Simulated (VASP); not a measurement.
# Al16Cu in VASP: further runs

Runs on Al16Cu. Level: PBE+D3(BJ). Tasks: single point.

Everything below comes from runs of VASP 6.6.1. Logs are shortened: lines on timing, memory, paths and dates and some standing lists are left out, and cuts for length are marked.

## Step 1: The cell of the first run

The cell holds a slab with vacuum, 17 atoms: a = 5.631 Å, b = 7.964 Å, c = 21.329 Å, α = 90.00°, β = 90.00°, γ = 90.00°.

## Step 2: Single point, PBE+D3(BJ)

File INCAR:

```
  ALGO = Normal
  DIPOL = 0.5 0.5 0.301
  EDIFF = 1E-6
  ENCUT = 520
  GGA = PE
  IDIPOL = 3
  ISIF = 2
  ISMEAR = 0
  IVDW = 12
  LASPH = True
  LCHARG = True
  LDIPOL = True
  LELF = True
  LREAL = Auto
  LVACPOTAV = True
  LVHAR = True
  LWAVE = False
  NBANDS = 44
  NELM = 60
  PREC = Accurate
  SIGMA = 0.1
```

File KPOINTS:

```
k-points
0
Gamma
  5 4 1
```

File POSCAR:

```
Al16Cu
1.0
    5.6314608543      0.0000000000      0.0000000000
    0.0000000000      7.9640883162      0.0000000000
    0.0000000000      0.0000000000     21.3288851192
Al Cu
16 1
Direct
    0.2500000000      0.2500000000      0.1875391038
    0.2500000000      0.7500000000      0.1875391038
    0.7500000000      0.2500000000      0.1875391038
    0.7500000000      0.7500000000      0.1875391038
    0.0000000000      0.0000000000      0.2535465489
    0.0000000000      0.5000000000      0.2535465489
    0.5000000000      0.0000000000      0.2535465489
    0.5000000000      0.5000000000      0.2535465489
    0.2500000000      0.2500000000      0.3225569796
    0.2500000000      0.7500000000      0.3225569796
    0.7500000000      0.2500000000      0.3225569796
    0.7500000000      0.7500000000      0.3225569796
    0.0000000000      0.0000000000      0.3858094351
    0.0000000000      0.5000000000      0.3858094351
    0.5000000000      0.0000000000      0.3858094351
    0.5000000000      0.5000000000      0.3858094351
    0.0000000000      0.0000000000      0.5170868078
```

Potentials or basis: VASP PAW PBE potentials, release 64 (Al, Cu).

Command:

```
$ cat potpaw_PBE.64/Al/POTCAR potpaw_PBE.64/Cu/POTCAR > POTCAR
$ mpirun -np 1 vasp_std > vasp.out
```

OUTCAR:

```text
EDIFF = 1E-6
   ENCUT = 520
   GGA = PE
   ISIF = 2
   ISMEAR = 0
   IVDW = 12
   LASPH = True
   LREAL = Auto
   NELM = 60
   PREC = Accurate
 IVDW          = 12

 ion  position               nearest neighbor table
   1  0.250  0.250  0.188-   3 2.82   3 2.82   6 2.82   7 2.82   8 2.82   5 2.82   9 2.88
   2  0.250  0.750  0.188-   4 2.82   4 2.82   6 2.82   7 2.82   8 2.82   5 2.82  10 2.88
   3  0.750  0.250  0.188-   1 2.82   1 2.82   6 2.82   7 2.82   8 2.82   5 2.82  11 2.88
   4  0.750  0.750  0.188-   2 2.82   2 2.82   6 2.82   7 2.82   8 2.82   5 2.82  12 2.88
   5  0.000  0.000  0.254-   7 2.82   7 2.82   3 2.82   4 2.82   1 2.82   2 2.82  13 2.82  11 2.85
                            12 2.85   9 2.85  10 2.85
   6  0.000  0.500  0.254-   8 2.82   8 2.82   3 2.82   4 2.82   1 2.82   2 2.82  14 2.82  11 2.85
                            12 2.85   9 2.85  10 2.85
   7  0.500  0.000  0.254-   5 2.82   5 2.82   3 2.82   4 2.82   1 2.82   2 2.82  15 2.82  11 2.85
                            12 2.85   9 2.85  10 2.85
   8  0.500  0.500  0.254-   6 2.82   6 2.82   3 2.82   4 2.82   1 2.82   2 2.82  16 2.82  11 2.85
                            12 2.85   9 2.85  10 2.85
   9  0.250  0.250  0.323-  13 2.79  14 2.79  15 2.79  16 2.79  11 2.82  11 2.82   7 2.85   8 2.85
                             5 2.85   6 2.85   1 2.88
  10  0.250  0.750  0.323-  13 2.79  14 2.79  15 2.79  16 2.79  12 2.82  12 2.82   7 2.85   8 2.85
                             5 2.85   6 2.85   2 2.88
  11  0.750  0.250  0.323-  13 2.79  14 2.79  15 2.79  16 2.79   9 2.82   9 2.82   7 2.85   8 2.85
[... 5 lines left out ...]
  14  0.000  0.500  0.386-   9 2.79  10 2.79  11 2.79  12 2.79  16 2.82  16 2.82   6 2.82
  15  0.500  0.000  0.386-   9 2.79  10 2.79  11 2.79  12 2.79  13 2.82  13 2.82   7 2.82
  16  0.500  0.500  0.386-   9 2.79  10 2.79  11 2.79  12 2.79  14 2.82  14 2.82   8 2.82
  17  0.000  0.000  0.517-  13 2.80

  LATTYP: Found a simple orthorhombic cell.
 ALAT       =     5.6314608543
 B/A-ratio  =     1.4142135624
 C/A-ratio  =     3.7874515461

  Lattice vectors:

 A1 = (   5.6314608543,   0.0000000000,   0.0000000000)
 A2 = (   0.0000000000,   7.9640883162,   0.0000000000)
 A3 = (   0.0000000000,   0.0000000000,  21.3288851192)

Analysis of symmetry for initial positions (statically):
=====================================================================
 Subroutine PRICEL returns:
 Original cell was already a primitive cell.

 Routine SETGRP: Setting up the symmetry group for a
 simple orthorhombic supercell.

 Subroutine GETGRP returns: Found  4 space group operations
 (whereof  4 operations were pure point group operations)
 out of a pool of  8 trial point group operations.

The static configuration has the point symmetry C_2v.

Analysis of symmetry for dynamics (positions and initial velocities):
=====================================================================
 Subroutine PRICEL returns:
 Original cell was already a primitive cell.

 Routine SETGRP: Setting up the symmetry group for a
 simple orthorhombic supercell.

 Subroutine GETGRP returns: Found  4 space group operations
 (whereof  4 operations were pure point group operations)
 out of a pool of  8 trial point group operations.

The dynamic configuration has the point symmetry C_2v.

 Subroutine INISYM returns: Found  4 space group operations
 (whereof  4 operations are pure point group operations),
 and found     1 'primitive' translations

----------------------------------------------------------------------------------------

                                     Primitive cell

  volume of cell :     956.5888

  direct lattice vectors                    reciprocal lattice vectors
     5.631460854  0.000000000  0.000000000     0.177573817  0.000000000  0.000000000
     0.000000000  7.964088316  0.000000000     0.000000000  0.125563650  0.000000000
     0.000000000  0.000000000 21.328885119     0.000000000  0.000000000  0.046884776

  length of vectors
     5.631460854  7.964088316 21.328885119     0.177573817  0.125563650  0.046884776

  position of ions in fractional coordinates (direct lattice)
     0.250000000  0.250000000  0.187539104
     0.250000000  0.750000000  0.187539104
     0.750000000  0.250000000  0.187539104
     0.750000000  0.750000000  0.187539104
     0.000000000  0.000000000  0.253546549
     0.000000000  0.500000000  0.253546549
[... 9 lines left out ...]
     0.500000000  0.500000000  0.385809435
     0.000000000  0.000000000  0.517086808

  ion indices of the primitive-cell ions
   primitive index   ion index
                 1           1
                 2           2
                 3           3
                 4           4
                 5           5
                 6           6
[... 9 lines left out ...]
                16          16
                17          17

----------------------------------------------------------------------------------------

 KPOINTS: k-points

Automatic generation of k-mesh.
 Grid dimensions read from file:
 generate k-points for:    5    4    1

 Generating k-lattice:

  Cartesian coordinates                     Fractional coordinates (reciprocal lattice)
     0.035514763  0.000000000  0.000000000     0.200000000  0.000000000  0.000000000
     0.000000000  0.031390913  0.000000000     0.000000000  0.250000000  0.000000000
     0.000000000  0.000000000  0.046884776     0.000000000  0.000000000  1.000000000

  Length of vectors
     0.035514763  0.031390913  0.046884776

  Shift w.r.t. Gamma in fractional coordinates (k-lattice)
     0.000000000  0.000000000  0.000000000

 Subroutine IBZKPT returns following result:
 ===========================================

 Found      9 irreducible k-points:

 Following reciprocal coordinates:
            Coordinates               Weight
  0.000000  0.000000  0.000000      1.000000
  0.200000  0.000000  0.000000      2.000000
  0.400000  0.000000  0.000000      2.000000
  0.000000  0.250000  0.000000      2.000000
  0.200000  0.250000  0.000000      4.000000
  0.400000  0.250000  0.000000      4.000000
  0.000000  0.500000  0.000000      1.000000
  0.200000  0.500000  0.000000      2.000000
  0.400000  0.500000  0.000000      2.000000
   k-points           NKPTS =      9   k-points in BZ     NKDIM =      9   number of bands    NBANDS=     44
   number of dos      NEDOS =    301   number of ions     NIONS =     17
   total plane-waves  NPLWV = 403200
   dimension x,y,z NGX =    42 NGY =   60 NGZ =  160
   dimension x,y,z NGXF=    84 NGYF=  120 NGZF=  320
   ions per type =              16   1
   NGX,Y,Z   is equivalent  to a cutoff of  12.40, 12.52, 12.47 a.u.
   NGXF,Y,Z  is equivalent  to a cutoff of  24.80, 25.05, 24.94 a.u.
 SYSTEM =  unknown system
   PREC   = accura    normal or accurate (medium, high low for compatibility)
   ISTART =      0    job   : 0-new  1-cont  2-samecut
   ICHARG =      2    charge: 1-file 2-atom 10-const
   ISPIN  =      1    spin polarized calculation?
   LNONCOLLINEAR =      F non collinear calculations
   LSORBIT =      F    spin-orbit coupling
   LASPH  =      T    aspherical Exc in radial PAW
   ENCUT  =  520.0 eV  38.22 Ry    6.18 a.u.  10.47 14.81 39.66*2*pi/ulx,y,z
   NELM   =     60;   NELMIN=  2; NELMDL= -5     # of ELM steps
   EDIFF  = 0.1E-05   stopping-criterion for ELM
   LREAL  =      T    real-space projection
   EDIFFG = 0.1E-04   stopping-criterion for IOM
   NSW    =      0    number of steps for IOM
   IBRION =     -1    ionic relax: 0-MD 1-quasi-New 2-CG
   NFREE  =      0    steps in history (QN), initial steepest desc. (CG)
   ISIF   =      2    stress and relaxation
   ISYM   =      2    0-nonsym 1-usesym 2-fastsym
   POTIM  = 0.5000    time-step for ionic-motion
   TEBEG  =    0.0;   TEEND  =   0.0 temperature during run
   PSTRESS=    0.0 pullay stress
   NELECT =      59.0000    total number of electrons
   NUPDOWN=      -1.0000    fix difference up-down
   EMIN   =  10.00;   EMAX   =-10.00  energy-range for DOS
   EFERMI =   0.00;   METHOD = LEGACY
   ISMEAR =     0;   SIGMA  =   0.10  broadening in eV -4-tet -1-fermi 0-gaus
   EFERMI_NEDOS =   21; number of points for ismear=-14 and -15
   IALGO  =     38    algorithm
   IMIX   =      4    mixing-type and parameters
     AMIX     =   0.40;   BMIX     =  1.00
     AMIX_MAG =   1.60;   BMIX_MAG =  1.00
  volume/ion in A,a.u.               =      56.27       379.73
  Fermi-wavevector in a.u.,A,eV,Ry     =   0.646820  1.222313  5.692360  0.418377
  Thomas-Fermi vector in A             =   1.714927
   LORBIT       =      0    0 simple, 1 ext, 2 COOP (PROOUT), +10 PAW based schemes
   GGA     = PE    functional components
   LHFCALC =     F    Hartree Fock is set to
   AEXX    =    0.0000 exact exchange contribution
   IVDW    =    12    specifies the selected vdW correction
   LEPSILON=     F    determine dielectric tensor
   LRPA    =     F    only Hartree local field effects (RPA)
 non-spin polarized calculation
 Gauss-broadening in eV      SIGMA  =   0.10
  energy-cutoff  :      520.00
  volume of cell :      956.59
 maximum number of plane-waves:     25803
 NGX is ok and might be reduce to    42
   NGX = 21   NGY = 29   NGZ = 79

 dipolmoment           0.000000      0.000000     -0.001113 electrons x Angstroem

 number of electron      59.0000008 magnetization

 dipolmoment           0.000000      0.000000      0.005335 electrons x Angstroem

 Free energy of the ion-electron system (eV)
  ---------------------------------------------------
  ext. energy  EPLUGINS =         0.00000000
  ---------------------------------------------------
  free energy    TOTEN  =       -56.32916714 eV

  energy without entropy =      -56.28011415  energy(sigma->0) =      -56.30464064

 E-fermi :  -0.5413     XC(G=0):  -4.0849

 val. band max:       -0.5547074900   @ k =   0.0000   0.2500   0.0000
 cond. band min:      -0.5344284744   @ k =   0.2000   0.2500   0.0000
 fundamental gap:      0.0202790156
 Fermi energy:        -0.5413079563

 k-point     1 :       0.0000    0.0000    0.0000
  band No.  band energies     occupation
      1     -10.9970      2.00000
      2      -8.7430      2.00000
      3      -8.6915      2.00000
      4      -8.5513      2.00000
      5      -6.4559      2.00000
      6      -6.4218      2.00000
[... 385 lines left out ...]
     40       1.9818      0.00000
     41       2.0498      0.00000
 [bands above 41 left out]

------------------------ aborting loop because EDIFF is reached ----------------------------------------

 Edisp (eV)   -3.55233

 E8    (eV) :    -1.6625

  FORCE on cell =-STRESS in cart. coord.  units (eV):
  Direction    XX          YY          ZZ          XY          YZ          ZX
  --------------------------------------------------------------------------------------
  -------------------------------------------------------------------------------------
  Total     -10.55737    -3.41087    -4.85360     0.00000     0.00000     0.00000
  in kB     -17.68239    -5.71282    -8.12923     0.00000     0.00000     0.00000
  external pressure =      -10.51 kB  Pullay stress =        0.00 kB

 VOLUME and BASIS-vectors are now :
 -----------------------------------------------------------------------------
  energy-cutoff  :      520.00
  volume of cell :      956.59
      direct lattice vectors                 reciprocal lattice vectors
     5.631460854  0.000000000  0.000000000     0.177573817  0.000000000  0.000000000
     0.000000000  7.964088316  0.000000000     0.000000000  0.125563650  0.000000000
     0.000000000  0.000000000 21.328885119     0.000000000  0.000000000  0.046884776

 POSITION                                       TOTAL-FORCE (eV/Angst)
 -----------------------------------------------------------------------------------
      1.40787      1.99102      4.00000         0.001304      0.005451      0.174489
      1.40787      5.97307      4.00000         0.001304     -0.005451      0.174489
      4.22360      1.99102      4.00000        -0.001304      0.005451      0.174489
      4.22360      5.97307      4.00000        -0.001304     -0.005451      0.174489
      0.00000      0.00000      5.40787         0.000000      0.000000     -0.175864
      0.00000      3.98204      5.40787         0.000000      0.000000     -0.086897
[... 9 lines left out ...]
      2.81573      3.98204      8.22889         0.000000      0.000000     -0.019811
      0.00000      0.00000     11.02889         0.000000      0.000000     -1.229240
 -----------------------------------------------------------------------------------
    total drift:                                0.000000      0.000000      0.000176

  FREE ENERGIE OF THE ION-ELECTRON SYSTEM (eV)
  ---------------------------------------------------
  free  energy   TOTEN  =       -59.8814967505 eV

  energy  without entropy=      -59.8324437573  energy(sigma->0) =      -59.85697025

 vacuum level on the upper side and lower side of the slab         3.530         3.509
```

Wall time 11 min (1 thread of AMD EPYC 9R45 (Zen 5), shared host); peak memory 0.86 GiB.

What came out:

- Free energy: -59.8815 eV
- Largest force: 1.229 eV/Å
- Band gap on the k mesh: zero (an odd number of electrons rules out a gap without spin polarisation)
- Dispersion energy per atom: -0.209 eV

Forces in eV/Å, atoms in the order of the input:
```
Al   0.001  0.005  0.174
Al   0.001 -0.005  0.174
Al  -0.001  0.005  0.174
Al  -0.001 -0.005  0.174
Al   0.000  0.000 -0.176
Al   0.000  0.000 -0.087
Al   0.000  0.000 -0.112
Al   0.000  0.000 -0.081
Al   0.057 -0.042 -0.049
Al   0.057  0.042 -0.049
Al  -0.057 -0.042 -0.049
Al  -0.057  0.042 -0.049
Al   0.000  0.000  1.129
Al   0.000  0.000  0.037
Al   0.000  0.000  0.039
Al   0.000  0.000 -0.020
Cu   0.000  0.000 -1.229
```

## Step 3: Single point, PBE+D3(BJ)

File INCAR:

```
SYSTEM = Al16Cu
PREC = Accurate ; ENCUT = 520
EDIFF = 1E-7 ; ISMEAR = 0
SIGMA = 0.1 ; LREAL = Auto
LASPH = .TRUE. ; NELM = 100
ALGO = Normal ; ISIF = 2
LWAVE = .FALSE. ; LCHARG = .FALSE.
LDIPOL = .TRUE. ; IDIPOL = 3
DIPOL = 0.5 0.5 0.301 ; GGA = PE
IVDW = 12 ; NBANDS = 44
```

File KPOINTS:

```
Automatic mesh
0
G
  5 4 1
  0 0 0
```

POSCAR: that of step 2 with these lines changed.

```diff
@@ -24,2 +24,2 @@
     0.5000000000      0.5000000000      0.3858094351
-    0.0000000000      0.0000000000      0.5170868078
+    0.0000000000      0.2500000000      0.5170868078
```

Potentials or basis: VASP PAW PBE potentials, release 64 (Al, Cu).

Command:

```
$ cat potpaw_PBE.64/Al/POTCAR potpaw_PBE.64/Cu/POTCAR > POTCAR
$ mpirun -np 1 vasp_std > vasp.out
```

Run time: 9.3 min. Hardware: 1 thread of AMD EPYC 9R45 (Zen 5), shared host; peak memory 0.85 GiB.

It converged, with:

| Item | Value |
| --- | --- |
| Free energy | -59.5893 eV |
| Largest force | 1.171 eV/Å |
| Band gap on the k mesh | zero (an odd number of electrons rules out a gap without spin polarisation) |
| Dispersion energy per atom | -0.212 eV |

Forces in eV/Å, atoms in the order of the input:
```
Al  -0.045  0.000  0.172
Al   0.072  0.000  0.138
Al   0.045  0.000  0.172
Al  -0.072  0.000  0.138
Al   0.000  0.020 -0.138
Al   0.000 -0.020 -0.138
Al   0.000 -0.048 -0.079
Al   0.000  0.048 -0.079
Al   0.027  0.000 -0.076
Al   0.065  0.000 -0.007
Al  -0.027  0.000 -0.076
Al  -0.065  0.000 -0.007
Al   0.000  0.364  0.580
Al   0.000 -0.364  0.580
Al   0.000 -0.011 -0.005
Al   0.000  0.011 -0.005
Cu   0.000  0.000 -1.171
```

Levels at points of the mesh, in eV from the Fermi level:
| k point | band 26 | band 27 | band 28 | band 29 | band 30 | band 31 | band 32 | band 33 | band 34 | band 35 |
| --- | --- | --- | --- | --- | --- | --- | --- | --- | --- | --- |
| (0.00, 0.00, 0.00) | -0.81 | -0.71 | -0.67 | -0.56 | -0.30 | -0.14 | 0.13 | 0.20 | 1.12 | 1.20 |
| (0.00, 0.50, 0.00) | -0.84 | -0.82 | -0.81 | -0.80 | -0.20 | 0.27 | 0.28 | 0.30 | 0.43 | 1.14 |

The gap in the log of VASP goes by the Fermi energy; the results here count the filled bands.